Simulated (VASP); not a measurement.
# LiF (P6_3mc) in VASP: notebook, part 2 of 2

VASP 6.6.1. Earlier steps stand in the parts before.

## (3) Single point, PBE (c/a of the conventional cell at fixed volume 1.4929)

Contents of INCAR:

```
ALGO = Normal
EDIFF = 1E-6
ENCUT = 520
GGA = PE
ISIF = 2
ISMEAR = 0
LASPH = True
LCHARG = False
LREAL = False
LWAVE = False
NBANDS = 18
NELM = 80
PREC = Accurate
SIGMA = 0.05
```

Contents of KPOINTS:

```
k-points
0
Gamma
  9 9 6
```

Contents of POSCAR:

```
LiF
1.0
    3.1775711328      0.0000000000      0.0000000000
   -1.5887855664      2.7518573233      0.0000000000
    0.0000000000      0.0000000000      4.7437959441
Li F
2 2
Direct
    0.3333333333      0.6666666667      0.4320721835
    0.6666666667      0.3333333333      0.9320721835
    0.3333333333      0.6666666667      0.9939266766
    0.6666666667      0.3333333333      0.4939266766
```

Potentials or basis: VASP PAW PBE potentials, release 64 (Li_sv, F).

Command:

```console
> cat potpaw_PBE.64/Li_sv/POTCAR potpaw_PBE.64/F/POTCAR > POTCAR
> mpirun -np 1 vasp_std > vasp.out
```

OUTCAR:

```text
EDIFF = 1E-6
   ENCUT = 520
   GGA = PE
   ISIF = 2
   ISMEAR = 0
   LASPH = True
   LREAL = False
   NELM = 80
   PREC = Accurate

 ion  position               nearest neighbor table
   1  0.333  0.667  0.432-   4 1.86   4 1.86   4 1.86   3 2.08
   2  0.667  0.333  0.932-   3 1.86   3 1.86   3 1.86   4 2.08
   3  0.333  0.667  0.994-   2 1.86   2 1.86   2 1.86   1 2.08
   4  0.667  0.333  0.494-   1 1.86   1 1.86   1 1.86   2 2.08

  LATTYP: Found a hexagonal cell.
 ALAT       =     3.1775711328
 C/A-ratio  =     1.4929000000

  Lattice vectors:

 A1 = (   3.1775711328,   0.0000000000,   0.0000000000)
 A2 = (  -1.5887855664,   2.7518573233,   0.0000000000)
 A3 = (   0.0000000000,   0.0000000000,   4.7437959441)

Analysis of symmetry for initial positions (statically):
=====================================================================
 Subroutine PRICEL returns:
 Original cell was already a primitive cell.

 Routine SETGRP: Setting up the symmetry group for a
 hexagonal supercell.

 Subroutine GETGRP returns: Found 12 space group operations
 (whereof  6 operations were pure point group operations)
 out of a pool of 24 trial point group operations.

The static configuration has the point symmetry C_3v.
 The point group associated with its full space group is C_6v.

Analysis of symmetry for dynamics (positions and initial velocities):
=====================================================================
 Subroutine PRICEL returns:
 Original cell was already a primitive cell.

 Routine SETGRP: Setting up the symmetry group for a
 hexagonal supercell.

 Subroutine GETGRP returns: Found 12 space group operations
 (whereof  6 operations were pure point group operations)
 out of a pool of 24 trial point group operations.

The dynamic configuration has the point symmetry C_3v.
 The point group associated with its full space group is C_6v.

 Subroutine INISYM returns: Found 12 space group operations
 (whereof  6 operations are pure point group operations),
 and found     1 'primitive' translations

----------------------------------------------------------------------------------------

                                     Primitive cell

  volume of cell :      41.4808

  direct lattice vectors                    reciprocal lattice vectors
     3.177571133  0.000000000  0.000000000     0.314705779  0.181695466  0.000000000
    -1.588785566  2.751857323  0.000000000     0.000000000  0.363390933  0.000000000
     0.000000000  0.000000000  4.743795944     0.000000000  0.000000000  0.210801647

  length of vectors
     3.177571133  3.177571133  4.743795944     0.363390933  0.363390933  0.210801647

  position of ions in fractional coordinates (direct lattice)
     0.333333333  0.666666667  0.432072183
     0.666666667  0.333333333  0.932072183
     0.333333333  0.666666667  0.993926677
     0.666666667  0.333333333  0.493926677

  ion indices of the primitive-cell ions
   primitive index   ion index
                 1           1
                 2           2
                 3           3
                 4           4

[... 25 lines left out ...]

 Following reciprocal coordinates:
            Coordinates               Weight
  0.000000  0.000000  0.000000      1.000000
  0.111111 -0.000000  0.000000      6.000000
  0.222222  0.000000  0.000000      6.000000
  0.333333  0.000000  0.000000      6.000000
  0.444444  0.000000  0.000000      6.000000
  0.111111  0.111111  0.000000      6.000000
[... 16 lines left out ...]
  0.333333  0.222222  0.166667     24.000000
  0.333333  0.333333  0.166667      4.000000
 [... further k-points ...]
   k-points           NKPTS =     48   k-points in BZ     NKDIM =     48   number of bands    NBANDS=     18
   number of dos      NEDOS =    301   number of ions     NIONS =      4
   total plane-waves  NPLWV =  20736
   dimension x,y,z NGX =    24 NGY =   24 NGZ =   36
   dimension x,y,z NGXF=    48 NGYF=   48 NGZF=   72
   ions per type =               2   2
   NGX,Y,Z   is equivalent  to a cutoff of  12.56, 12.56, 12.62 a.u.
   NGXF,Y,Z  is equivalent  to a cutoff of  25.11, 25.11, 25.23 a.u.
 SYSTEM =  unknown system
   PREC   = accura    normal or accurate (medium, high low for compatibility)
   ISTART =      0    job   : 0-new  1-cont  2-samecut
   ICHARG =      2    charge: 1-file 2-atom 10-const
   ISPIN  =      1    spin polarized calculation?
   LNONCOLLINEAR =      F non collinear calculations
   LSORBIT =      F    spin-orbit coupling
   LASPH  =      T    aspherical Exc in radial PAW
   ENCUT  =  520.0 eV  38.22 Ry    6.18 a.u.   5.91  5.91  8.82*2*pi/ulx,y,z
   NELM   =     80;   NELMIN=  2; NELMDL= -5     # of ELM steps
   EDIFF  = 0.1E-05   stopping-criterion for ELM
   LREAL  =      F    real-space projection
   EDIFFG = 0.1E-04   stopping-criterion for IOM
   NSW    =      0    number of steps for IOM
   IBRION =     -1    ionic relax: 0-MD 1-quasi-New 2-CG
   NFREE  =      0    steps in history (QN), initial steepest desc. (CG)
   ISIF   =      2    stress and relaxation
   ISYM   =      2    0-nonsym 1-usesym 2-fastsym
   POTIM  = 0.5000    time-step for ionic-motion
   TEBEG  =    0.0;   TEEND  =   0.0 temperature during run
   PSTRESS=    0.0 pullay stress
   NELECT =      20.0000    total number of electrons
   NUPDOWN=      -1.0000    fix difference up-down
   EMIN   =  10.00;   EMAX   =-10.00  energy-range for DOS
   EFERMI =   0.00;   METHOD = LEGACY
   ISMEAR =     0;   SIGMA  =   0.05  broadening in eV -4-tet -1-fermi 0-gaus
   EFERMI_NEDOS =   21; number of points for ismear=-14 and -15
   IALGO  =     38    algorithm
   IMIX   =      4    mixing-type and parameters
     AMIX     =   0.40;   BMIX     =  1.00
     AMIX_MAG =   1.60;   BMIX_MAG =  1.00
  volume/ion in A,a.u.               =      10.37        69.98
  Fermi-wavevector in a.u.,A,eV,Ry     =   1.283716  2.425872 22.421420  1.647928
  Thomas-Fermi vector in A             =   2.415953
   LORBIT       =      0    0 simple, 1 ext, 2 COOP (PROOUT), +10 PAW based schemes
   GGA     = PE    functional components
   LHFCALC =     F    Hartree Fock is set to
   AEXX    =    0.0000 exact exchange contribution
   IVDW    =     0    specifies the selected vdW correction
   LEPSILON=     F    determine dielectric tensor
   LRPA    =     F    only Hartree local field effects (RPA)
 non-spin polarized calculation
 Gauss-broadening in eV      SIGMA  =   0.05
  energy-cutoff  :      520.00
  volume of cell :       41.48
 maximum number of plane-waves:      1132
 NGX is ok and might be reduce to    24
   NGX = 11   NGY = 11   NGZ = 17

 number of electron      20.0000019 magnetization

 Free energy of the ion-electron system (eV)
  ---------------------------------------------------
  ext. energy  EPLUGINS =         0.00000000
  ---------------------------------------------------
  free energy    TOTEN  =       -19.24285193 eV

  energy without entropy =      -19.24285193  energy(sigma->0) =      -19.24285193

 E-fermi :  -2.1396     XC(G=0):  -8.6517

 val. band max:       -2.4085754486   @ k =   0.0000   0.0000   0.0000
 cond. band min:       4.9204327730   @ k =   0.0000   0.0000   0.0000
 fundamental gap:      7.3290082216
 Fermi energy:        -2.1395661897

 k-point     1 :       0.0000    0.0000    0.0000
  band No.  band energies     occupation
      1     -43.2673      2.00000
      2     -43.2343      2.00000
      3     -22.0139      2.00000
      4     -21.6877      2.00000
      5      -4.7818      2.00000
      6      -3.2320      2.00000
[... 481 lines left out ...]
      5      -4.6052      2.00000
      6      -3.6954      2.00000
[... 10 lines left out ...]
     17      15.3994      0.00000
     18      17.8562      0.00000

 [... further k-points ...]

------------------------ aborting loop because EDIFF is reached ----------------------------------------

  FORCE on cell =-STRESS in cart. coord.  units (eV):
  Direction    XX          YY          ZZ          XY          YZ          ZX
  --------------------------------------------------------------------------------------
  -------------------------------------------------------------------------------------
  Total        0.2043806      0.2043806     -0.7224174      0.0000000     -0.0000000      0.0000000
  in kB        7.8941095      7.8941095    -27.9030455      0.0000000     -0.0000000      0.0000000
  external PRESSURE =      -4.0382755 kB  Pullay stress =       0.0000000 kB

 VOLUME and BASIS-vectors are now :
 -----------------------------------------------------------------------------
  energy-cutoff  :      520.00
  volume of cell :       41.48
      direct lattice vectors                 reciprocal lattice vectors
     3.177571133  0.000000000  0.000000000     0.314705779  0.181695466  0.000000000
    -1.588785566  2.751857323  0.000000000     0.000000000  0.363390933  0.000000000
     0.000000000  0.000000000  4.743795944     0.000000000  0.000000000  0.210801647

 POSITION                                       TOTAL-FORCE (eV/Angst)
 -----------------------------------------------------------------------------------
     -0.00000      1.83457      2.04966        -0.000000     -0.000000     -0.209114
      1.58879      0.91729      4.42156         0.000000      0.000000     -0.209114
     -0.00000      1.83457      4.71499        -0.000000     -0.000000      0.209114
      1.58879      0.91729      2.34309        -0.000000      0.000000      0.209114
 -----------------------------------------------------------------------------------
    total drift:                                0.000002      0.000004     -0.000716

  FREE ENERGIE OF THE ION-ELECTRON SYSTEM (eV)
  ---------------------------------------------------
  free  energy   TOTEN  =       -19.2428519272 eV

  energy  without entropy=      -19.2428519272  energy(sigma->0) =      -19.24285193
```

OSZICAR:

```text
N       E                     dE             d eps       ncg     rms          rms(c)
DAV:   1     0.119704239943E+03    0.11970E+03   -0.10567E+04  1736   0.120E+03
DAV:   2    -0.100887976552E+02   -0.12979E+03   -0.12699E+03  1976   0.296E+02
DAV:   3    -0.205819622388E+02   -0.10493E+02   -0.10431E+02  3268   0.624E+01
DAV:   4    -0.206634847621E+02   -0.81523E-01   -0.81377E-01  2138   0.705E+00
DAV:   5    -0.206643278287E+02   -0.84307E-03   -0.84265E-03  2206   0.607E-01    0.733E+00
DAV:   6    -0.191826772709E+02    0.14817E+01   -0.41990E+00  1788   0.152E+01    0.231E+00
DAV:   7    -0.192059242038E+02   -0.23247E-01   -0.10550E-01  1968   0.230E+00    0.149E+00
DAV:   8    -0.192425034312E+02   -0.36579E-01   -0.58957E-02  1870   0.235E+00    0.347E-01
DAV:   9    -0.192417055574E+02    0.79787E-03   -0.56045E-03  2362   0.649E-01    0.101E-01
DAV:  10    -0.192428696015E+02   -0.11640E-02   -0.16139E-03  1834   0.268E-01    0.543E-02
DAV:  11    -0.192428496405E+02    0.19961E-04   -0.69732E-05  2254   0.743E-02    0.987E-03
DAV:  12    -0.192428517149E+02   -0.20744E-05   -0.82803E-06  1866   0.209E-02    0.179E-03
DAV:  13    -0.192428519272E+02   -0.21229E-06   -0.32083E-07  1706   0.483E-03
   1 F= -.19242852E+02 E0= -.19242852E+02  d E =-.155943E-16
```

Run time: 17 s. Hardware: 1 thread of AMD EPYC 9R45 (Zen 5), shared host; peak memory 0.13 GiB.

Results:

- Free energy: -19.2429 eV
- Largest force: 0.209 eV/Å
- Band gap on the k mesh: 7.33 eV, direct

Forces in eV/Å, atoms in the order of the input:
```
Li   0.000  0.000 -0.209
Li   0.000  0.000 -0.209
F    0.000  0.000  0.209
F    0.000  0.000  0.209
```

Levels at points of the mesh, in eV from the valence-band top:
| k point | band 7 | band 8 | band 9 | band 10 | band 11 | band 12 | band 13 | band 14 |
| --- | --- | --- | --- | --- | --- | --- | --- | --- |
| (0.00, 0.00, 0.00) | -0.82 | -0.48 | -0.48 | 0.00 | 7.33 | 11.94 | 14.82 | 17.52 |
| (0.00, 0.00, 0.50) | -0.65 | -0.65 | -0.65 | -0.65 | 9.19 | 9.19 | 17.15 | 17.15 |

Caveat: the cutoff is under 1.25 times the usual one of these potentials, so pressure, stress and relaxed cells hold a basis-set (Pulay) error. A k mesh can miss the band edges.

## (4) Single point, PBE (c/a of the conventional cell at fixed volume 1.5431)

Contents of INCAR:

```
SYSTEM = LiF
  ALGO = Normal
  EDIFF = 1E-7
  ENCUT = 520
  GGA = PE
  ISIF = 2
  ISMEAR = 0
  LASPH = .True.
  LCHARG = .False.
  LREAL = .False.
  LWAVE = .False.
  NBANDS = 18
  NELM = 100
  PREC = Accurate
  SIGMA = 0.05
```

Contents of KPOINTS:

```
k-points
0
Gamma
  9 9 6
  0 0 0
```

Contents of POSCAR:

```
LiF
1.0
    3.1427330808      0.0000000000      0.0000000000
   -1.5713665404      2.7216866853      0.0000000000
    0.0000000000      0.0000000000      4.8495514170
Li F
2 2
Direct
    0.3333333333      0.6666666667      0.3504708074
    0.6666666667      0.3333333333      0.8504708074
    0.3333333333      0.6666666667      0.9939266766
    0.6666666667      0.3333333333      0.4939266766
```

Command:

```console
> cat potpaw_PBE.64/Li_sv/POTCAR potpaw_PBE.64/F/POTCAR > POTCAR
> mpirun -np 1 vasp_std > vasp.out
```

It took 22 s on 1 thread of AMD EPYC 9R45 (Zen 5), shared host; peak memory 0.13 GiB.

The run converged. Its results:

```
Free energy            : -19.1887 eV
Largest force          : 0.791 eV/Å
Band gap on the k mesh : 7.64 eV, direct
```

Forces on the atoms (eV/Å):
```
Li   0.000  0.000  0.791
Li   0.000  0.000  0.791
F    0.000  0.000 -0.791
F    0.000  0.000 -0.791
```

Levels at points of the mesh, in eV from the valence-band top:
```
           k point  band 8  band 9  band 10  band 11  band 12  band 13
(0.00, 0.00, 0.00)   -0.08    0.00     0.00     7.64    11.94    14.91
(0.00, 0.00, 0.50)   -0.17   -0.17    -0.17     9.23     9.23    17.76
```

Caveat: the cutoff is under 1.25 times the usual one of these potentials, so pressure, stress and relaxed cells hold a basis-set (Pulay) error.
